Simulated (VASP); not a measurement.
A run of VASP 6.6.1 is set up as follows.

The input INCAR:

```
PREC = Accurate
ENCUT = 520
EDIFF = 1E-7
ISMEAR = -1
SIGMA = 0.05
LREAL = F
LASPH = T
NELM = 150
ALGO = Normal
ISIF = 2
LWAVE = F
LCHARG = F
ISPIN = 2
MAGMOM = 0.702 0.702 0.71 0.71
LORBIT = 11
LMAXMIX = 4
GGA = RP
NBANDS = 32
```

Contents of KPOINTS:

```
Automatic mesh
0
Gamma
  16 16 5
```

Contents of POSCAR:

```
Ni
1.0
    2.6093624625      0.0000000000      0.0000000000
   -1.3046812312      2.2597741802      0.0000000000
    0.0000000000      0.0000000000      8.5399353673
Ni
4
Direct
    0.0000000000      1.0000000000      1.0000000000
    0.0000000000      1.0000000000      0.5000000000
    0.3333333333      0.6666666667      0.2500000000
    0.6666666667      0.3333333333      0.7500000000
```

Potentials or basis: VASP PAW PBE potentials, release 64 (Ni).

Command:

```bash
$ cat potpaw_PBE.64/Ni/POTCAR > POTCAR
$ mpirun -np 1 vasp_std > vasp.out
```

**Question.** Estimate the pressure.

**Answer.** -14.9 GPa.

**Question.** Estimate the net moment.

**Answer.** 2.74 μB per cell.

**Question.** What does it give for the site moments?

**Answer.** Ni +0.71, +0.72 μB.

Caveat: the PAW data sets were made with another functional, which shifts forces and pressure a little.
